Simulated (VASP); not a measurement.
# LiCl (Fm-3m) in VASP: notebook

Runs on LiCl. Level: PBE. Tasks: single point.

All numbers are computed with VASP 6.6.1; they aren't measurements. Logs are shortened: lines on timing, memory, paths and dates and some standing lists are left out, and cuts for length are marked.

**1. The cell of the first run**

It takes space group Fm-3m (No. 225, cubic). The conventional cell has a = 5.096 Å, b = 5.096 Å, c = 5.096 Å, α = 90.00°, β = 90.00°, γ = 90.00°. Within 3.4 Å of Li (site symmetry m-3m) lie 6 Cl at 2.55 Å. Cl (site symmetry m-3m) has 6 Li at 2.55 Å within 3.4 Å.

**2. Single point, PBE (16.54 Å³/atom)**

Contents of INCAR:

```
SYSTEM = LiCl
PREC     = Accurate       ! precision mode
ENCUT    = 520            ! plane-wave cutoff, eV
EDIFF    = 1E-7           ! SCF threshold, eV
ISMEAR   = 0              ! smearing method
SIGMA    = 0.02           ! smearing width, eV
LREAL    = .FALSE.        ! projectors in reciprocal space
LASPH    = .TRUE.         ! aspherical terms in the spheres
NELM     = 100            ! most SCF steps
ALGO     = Normal         ! electronic algorithm
ISIF     = 2              ! what is computed and relaxed
LWAVE    = .FALSE.        ! write WAVECAR
LCHARG   = .FALSE.        ! write CHGCAR
GGA      = PE             ! functional
NBANDS   = 12             ! bands
```

Contents of KPOINTS:

```
regular mesh
0
G
  8 8 8
  0 0 0
```

Contents of POSCAR:

```
LiCl
1.0
    0.0000000000      2.5481257004      2.5481257004
    2.5481257004      0.0000000000      2.5481257004
    2.5481257004      2.5481257004      0.0000000000
Li Cl
1 1
Direct
    0.0000000000      0.0000000000      0.0000000000
    0.5000000000      0.5000000000      0.5000000000
```

Potentials or basis: VASP PAW PBE potentials, release 64 (Li_sv, Cl).

Started as:

```sh
$ cat potpaw_PBE.64/Li_sv/POTCAR potpaw_PBE.64/Cl/POTCAR > POTCAR
$ mpirun -np 1 vasp_std > vasp.out
```

OUTCAR:

```text
SYSTEM = LiCl
   PREC = Accurate
   ENCUT = 520
   EDIFF = 1E-7
   ISMEAR = 0
   LREAL = .FALSE.
   LASPH = .TRUE.
   NELM = 100
   ISIF = 2
   GGA = PE

 ion  position               nearest neighbor table
   1  0.000  0.000  0.000-   2 2.55   2 2.55   2 2.55   2 2.55   2 2.55   2 2.55
   2  0.500  0.500  0.500-   1 2.55   1 2.55   1 2.55   1 2.55   1 2.55   1 2.55

  LATTYP: Found a face centered cubic cell.
 ALAT       =     5.0962514008

  Lattice vectors:

 A1 = (   0.0000000000,   2.5481257004,   2.5481257004)
 A2 = (   2.5481257004,   0.0000000000,   2.5481257004)
 A3 = (   2.5481257004,   2.5481257004,   0.0000000000)

Analysis of symmetry for initial positions (statically):
=====================================================================
 Subroutine PRICEL returns:
 Original cell was already a primitive cell.

 Routine SETGRP: Setting up the symmetry group for a
 face centered cubic supercell.

 Subroutine GETGRP returns: Found 48 space group operations
 (whereof 48 operations were pure point group operations)
 out of a pool of 48 trial point group operations.

The static configuration has the point symmetry O_h .

Analysis of symmetry for dynamics (positions and initial velocities):
=====================================================================
 Subroutine PRICEL returns:
 Original cell was already a primitive cell.

 Routine SETGRP: Setting up the symmetry group for a
 face centered cubic supercell.

 Subroutine GETGRP returns: Found 48 space group operations
 (whereof 48 operations were pure point group operations)
 out of a pool of 48 trial point group operations.

The dynamic configuration has the point symmetry O_h .

 Subroutine INISYM returns: Found 48 space group operations
 (whereof 48 operations are pure point group operations),
 and found     1 'primitive' translations

----------------------------------------------------------------------------------------

                                     Primitive cell

  volume of cell :      33.0897

  direct lattice vectors                    reciprocal lattice vectors
     0.000000000  2.548125700  2.548125700    -0.196222659  0.196222659  0.196222659
     2.548125700  0.000000000  2.548125700     0.196222659 -0.196222659  0.196222659
     2.548125700  2.548125700  0.000000000     0.196222659  0.196222659 -0.196222659

  length of vectors
     3.603593924  3.603593924  3.603593924     0.339867615  0.339867615  0.339867615

  position of ions in fractional coordinates (direct lattice)
     0.000000000  0.000000000  0.000000000
     0.500000000  0.500000000  0.500000000

  ion indices of the primitive-cell ions
   primitive index   ion index
                 1           1
                 2           2

----------------------------------------------------------------------------------------

 KPOINTS: regular mesh

Automatic generation of k-mesh.
 Grid dimensions read from file:
 generate k-points for:    8    8    8

 Generating k-lattice:

  Cartesian coordinates                     Fractional coordinates (reciprocal lattice)
    -0.024527832  0.024527832  0.024527832     0.125000000  0.000000000  0.000000000
     0.024527832 -0.024527832  0.024527832     0.000000000  0.125000000  0.000000000
     0.024527832  0.024527832 -0.024527832     0.000000000  0.000000000  0.125000000

  Length of vectors
     0.042483452  0.042483452  0.042483452

  Shift w.r.t. Gamma in fractional coordinates (k-lattice)
     0.000000000  0.000000000  0.000000000

 Subroutine IBZKPT returns following result:
 ===========================================

 Found     29 irreducible k-points:

 Following reciprocal coordinates:
            Coordinates               Weight
  0.000000  0.000000  0.000000      1.000000
  0.125000  0.000000  0.000000      8.000000
  0.250000  0.000000  0.000000      8.000000
  0.375000  0.000000  0.000000      8.000000
  0.500000  0.000000  0.000000      4.000000
  0.125000  0.125000  0.000000      6.000000
[... 16 lines left out ...]
  0.500000  0.250000  0.125000     48.000000
 -0.375000  0.250000  0.125000     24.000000
 [... further k-points ...]
   k-points           NKPTS =     29   k-points in BZ     NKDIM =     29   number of bands    NBANDS=     12
   number of dos      NEDOS =    301   number of ions     NIONS =      2
   total plane-waves  NPLWV =  21952
   dimension x,y,z NGX =    28 NGY =   28 NGZ =   28
   dimension x,y,z NGXF=    56 NGYF=   56 NGZF=   56
   ions per type =               1   1
   NGX,Y,Z   is equivalent  to a cutoff of  12.92, 12.92, 12.92 a.u.
   NGXF,Y,Z  is equivalent  to a cutoff of  25.83, 25.83, 25.83 a.u.
 SYSTEM =  LiCl
   PREC   = accura    normal or accurate (medium, high low for compatibility)
   ISTART =      0    job   : 0-new  1-cont  2-samecut
   ICHARG =      2    charge: 1-file 2-atom 10-const
   ISPIN  =      1    spin polarized calculation?
   LNONCOLLINEAR =      F non collinear calculations
   LSORBIT =      F    spin-orbit coupling
   LASPH  =      T    aspherical Exc in radial PAW
   ENCUT  =  520.0 eV  38.22 Ry    6.18 a.u.   6.70  6.70  6.70*2*pi/ulx,y,z
   NELM   =    100;   NELMIN=  2; NELMDL= -5     # of ELM steps
   EDIFF  = 0.1E-06   stopping-criterion for ELM
   LREAL  =      F    real-space projection
   EDIFFG = 0.1E-05   stopping-criterion for IOM
   NSW    =      0    number of steps for IOM
   IBRION =     -1    ionic relax: 0-MD 1-quasi-New 2-CG
   NFREE  =      0    steps in history (QN), initial steepest desc. (CG)
   ISIF   =      2    stress and relaxation
   ISYM   =      2    0-nonsym 1-usesym 2-fastsym
   POTIM  = 0.5000    time-step for ionic-motion
   TEBEG  =    0.0;   TEEND  =   0.0 temperature during run
   PSTRESS=    0.0 pullay stress
   NELECT =      10.0000    total number of electrons
   NUPDOWN=      -1.0000    fix difference up-down
   EMIN   =  10.00;   EMAX   =-10.00  energy-range for DOS
   EFERMI =   0.00;   METHOD = LEGACY
   ISMEAR =     0;   SIGMA  =   0.02  broadening in eV -4-tet -1-fermi 0-gaus
   EFERMI_NEDOS =   21; number of points for ismear=-14 and -15
   IALGO  =     38    algorithm
   IMIX   =      4    mixing-type and parameters
     AMIX     =   0.40;   BMIX     =  1.00
     AMIX_MAG =   1.60;   BMIX_MAG =  1.00
  volume/ion in A,a.u.               =      16.54       111.65
  Fermi-wavevector in a.u.,A,eV,Ry     =   1.098611  2.076074 16.421502  1.206946
  Thomas-Fermi vector in A             =   2.234992
   LORBIT       =      0    0 simple, 1 ext, 2 COOP (PROOUT), +10 PAW based schemes
   GGA     = PE    functional components
   LHFCALC =     F    Hartree Fock is set to
   AEXX    =    0.0000 exact exchange contribution
   IVDW    =     0    specifies the selected vdW correction
   LEPSILON=     F    determine dielectric tensor
   LRPA    =     F    only Hartree local field effects (RPA)
 non-spin polarized calculation
 Gauss-broadening in eV      SIGMA  =   0.02
  energy-cutoff  :      520.00
  volume of cell :       33.09
 maximum number of plane-waves:       905
   NGX = 13   NGY = 13   NGZ = 13

 number of electron      10.0000000 magnetization

 Free energy of the ion-electron system (eV)
  ---------------------------------------------------
  ext. energy  EPLUGINS =         0.00000000
  ---------------------------------------------------
  free energy    TOTEN  =        -7.38283958 eV

  energy without entropy =       -7.38283958  energy(sigma->0) =       -7.38283958

 E-fermi :   0.8204     XC(G=0):  -8.8154

 val. band max:        0.7278631879   @ k =   0.0000   0.0000   0.0000
 cond. band min:       7.1823306630   @ k =   0.0000   0.0000   0.0000
 fundamental gap:      6.4544674752
 Fermi energy:         0.8204395977

 k-point     1 :       0.0000    0.0000    0.0000
  band No.  band energies     occupation
      1     -42.7612      2.00000
      2     -12.7383      2.00000
      3       0.7279      2.00000
      4       0.7279      2.00000
      5       0.7279      2.00000
      6       7.1823      0.00000
      7      12.6822      0.00000
      8      12.6822      0.00000
      9      12.6822      0.00000
     10      15.3748      0.00000
     11      15.3748      0.00000
     12      15.3755      0.00000

 k-point     2 :       0.1250    0.0000    0.0000
  band No.  band energies     occupation
      1     -42.7608      2.00000
      2     -12.6597      2.00000
      3       0.1883      2.00000
      4       0.6853      2.00000
      5       0.6853      2.00000
      6       7.6427      0.00000
      7      11.9085      0.00000
      8      12.5952      0.00000
      9      12.5952      0.00000
     10      13.8769      0.00000
     11      13.8769      0.00000
     12      15.8373      0.00000

 k-point     3 :       0.2500    0.0000    0.0000
  band No.  band energies     occupation
      1     -42.7598      2.00000
      2     -12.4587      2.00000
      3      -0.8935      2.00000
      4       0.5884      2.00000
      5       0.5884      2.00000
      6       8.0271      0.00000
      7      11.4470      0.00000
      8      11.4471      0.00000
      9      11.7999      0.00000
     10      14.7294      0.00000
     11      14.7294      0.00000
     12      16.4149      0.00000
[... 286 lines left out ...]
 k-point    23 :       0.5000    0.2500    0.1250
  band No.  band energies     occupation
      1     -42.7581      2.00000
      2     -12.1047      2.00000
      3      -1.6492      2.00000
      4      -0.5209      2.00000
      5       0.2213      2.00000
      6       9.1749      0.00000
      7      10.1379      0.00000
      8      11.1423      0.00000
      9      12.2140      0.00000
     10      15.2405      0.00000
     11      18.3349      0.00000
     12      18.7493      0.00000

 k-point    24 :      -0.3750    0.2500    0.1250
  band No.  band energies     occupation
      1     -42.7577      2.00000
      2     -12.0219      2.00000
      3      -1.8888      2.00000
      4      -0.6191      2.00000
      5       0.1303      2.00000
      6       8.9840      0.00000
      7      10.0857      0.00000
      8      11.3219      0.00000
      9      12.6154      0.00000
     10      16.3556      0.00000
     11      16.9897      0.00000
     12      19.0358      0.00000

 [... further k-points ...]

------------------------ aborting loop because EDIFF is reached ----------------------------------------

  FORCE on cell =-STRESS in cart. coord.  units (eV):
  Direction    XX          YY          ZZ          XY          YZ          ZX
  --------------------------------------------------------------------------------------
  -------------------------------------------------------------------------------------
  Total        0.1993644      0.1993644      0.1993644      0.0000000      0.0000000     -0.0000000
  in kB        9.6530724      9.6530724      9.6530724      0.0000000      0.0000000     -0.0000000
  external PRESSURE =       9.6530724 kB  Pullay stress =       0.0000000 kB

 VOLUME and BASIS-vectors are now :
 -----------------------------------------------------------------------------
  energy-cutoff  :      520.00
  volume of cell :       33.09
      direct lattice vectors                 reciprocal lattice vectors
     0.000000000  2.548125700  2.548125700    -0.196222659  0.196222659  0.196222659
     2.548125700  0.000000000  2.548125700     0.196222659 -0.196222659  0.196222659
     2.548125700  2.548125700  0.000000000     0.196222659  0.196222659 -0.196222659

 POSITION                                       TOTAL-FORCE (eV/Angst)
 -----------------------------------------------------------------------------------
      0.00000      0.00000      0.00000        -0.000000     -0.000000     -0.000000
      2.54813      2.54813      2.54813         0.000000      0.000000      0.000000
 -----------------------------------------------------------------------------------
    total drift:                                0.000000      0.000000      0.000000

  FREE ENERGIE OF THE ION-ELECTRON SYSTEM (eV)
  ---------------------------------------------------
  free  energy   TOTEN  =        -7.3828395775 eV

  energy  without entropy=       -7.3828395775  energy(sigma->0) =       -7.38283958
```

Wall time 22 s (1 thread of Intel Xeon Platinum 8375C at 2.90GHz (Ice Lake), shared host); peak memory 0.15 GiB.

What came out:

```yaml
Free_energy: -7.3828 eV
Band_gap_on_the_k_mesh: 6.45 eV
```

Caveat: the cutoff is under 1.25 times the usual one of these potentials, so pressure, stress and relaxed cells hold a basis-set (Pulay) error. A k mesh can miss the band edges.

**3. Single point, PBE (16.03 Å³/atom)**

This run uses another cell than the first one, of 16.03 Å³/atom.

Contents of INCAR:

```
SYSTEM = LiCl
PREC = Accurate ; ENCUT = 520
EDIFF = 1E-7 ; ISMEAR = 0
SIGMA = 0.02 ; LREAL = .False.
LASPH = .True. ; NELM = 60
ALGO = Normal ; ISIF = 2
LWAVE = .False. ; LCHARG = .False.
GGA = PE ; NBANDS = 12
```

Contents of KPOINTS:

```
regular mesh
0
Gamma
  8 8 8
  0 0 0
```

Contents of POSCAR:

```
LiCl
1.0
    0.0000000000      2.5215807940      2.5215807940
    2.5215807940      0.0000000000      2.5215807940
    2.5215807940      2.5215807940      0.0000000000
Li Cl
1 1
Direct
    0.0000000000      0.0000000000      0.0000000000
    0.5000000000      0.5000000000      0.5000000000
```

Potentials or basis: VASP PAW PBE potentials, release 64 (Li_sv, Cl).

Started as:

```sh
$ cat potpaw_PBE.64/Li_sv/POTCAR potpaw_PBE.64/Cl/POTCAR > POTCAR
$ mpirun -np 1 vasp_std > vasp.out
```

It took 20 s on 1 thread of Intel Xeon Platinum 8375C at 2.90GHz (Ice Lake), shared host; peak memory 0.14 GiB.

The run converged. Its results:

```
Free energy            : -7.3723 eV
Band gap on the k mesh : 6.64 eV
```

Levels at points of the mesh, in eV from the valence-band top:
```csv
k point,band 3,band 4,band 5,band 6,band 7,band 8
"(0.00, 0.00, 0.00)",0.00,0.00,0.00,6.64,11.98,11.98
"(0.50, 0.00, 0.00)",-3.02,-0.28,-0.28,6.81,9.52,9.52
"(0.50, 0.50, 0.00)",-3.13,-1.20,-1.20,8.00,8.21,12.88
```

Caveat: the cutoff is under 1.25 times the usual one of these potentials, so pressure, stress and relaxed cells hold a basis-set (Pulay) error.

**4. Single point, PBE**

This run uses another cell than the first one, of 17.06 Å³/atom.

Contents of INCAR:

```
PREC = Accurate ; ENCUT = 520
EDIFF = 1E-6 ; ISMEAR = 0
SIGMA = 0.02 ; LREAL = F
LASPH = T ; NELM = 60
ALGO = Normal ; ISIF = 2
LWAVE = F ; LCHARG = F
GGA = PE ; NBANDS = 12
```

Contents of KPOINTS:

```
regular mesh
0
Gamma
  8 8 8
```

Contents of POSCAR:

```
LiCl
1.0
    0.0000000000      2.5741287790      2.5741287790
    2.5741287790      0.0000000000      2.5741287790
    2.5741287790      2.5741287790      0.0000000000
Li Cl
1 1
Direct
    0.0000000000      0.0000000000      0.0000000000
    0.5000000000      0.5000000000      0.5000000000
```

Started as:

```sh
$ cat potpaw_PBE.64/Li_sv/POTCAR potpaw_PBE.64/Cl/POTCAR > POTCAR
$ mpirun -np 1 vasp_std > vasp.out
```

Wall time 19 s (1 thread of Intel Xeon Platinum 8375C at 2.90GHz (Ice Lake), shared host); peak memory 0.15 GiB.

It converged, with:

```yaml
Free_energy: -7.3862 eV
Band_gap_on_the_k_mesh: 6.28 eV
```

Levels at points of the mesh, in eV from the valence-band top:
```
           k point  band 3  band 4  band 5  band 6  band 7  band 8
(0.00, 0.00, 0.00)    0.00    0.00    0.00    6.28   11.93   11.93
(0.50, 0.00, 0.00)   -2.77   -0.25   -0.25    6.75    9.49    9.49
(0.50, 0.50, 0.00)   -2.84   -1.08   -1.08    7.86    8.31   12.35
```

Caveat: the cutoff is under 1.25 times the usual one of these potentials, so pressure, stress and relaxed cells hold a basis-set (Pulay) error. A k mesh can miss the band edges.

**5. The runs side by side**

```csv
cell,gap on the mesh (eV)
"a = 3.604 Å, angles 60.0°, 2 atoms",6.45
"a = 3.566 Å, angles 60.0°, 2 atoms",6.64
"a = 3.640 Å, angles 60.0°, 2 atoms",6.28
```

Alike in all rows: task single point; level PBE; potentials or basis VASP PAW PBE potentials, release 64 (Li_sv, Cl); no spin polarisation; k mesh 8 × 8 × 8; cutoff (eV) 520; smearing gaussian 0.02 eV.

Caveats: the cutoff is under 1.25 times the usual one of these potentials, so pressure, stress and relaxed cells hold a basis-set (Pulay) error.

Total energies depend on the potentials used, so only differences within one code and one set of settings carry meaning.
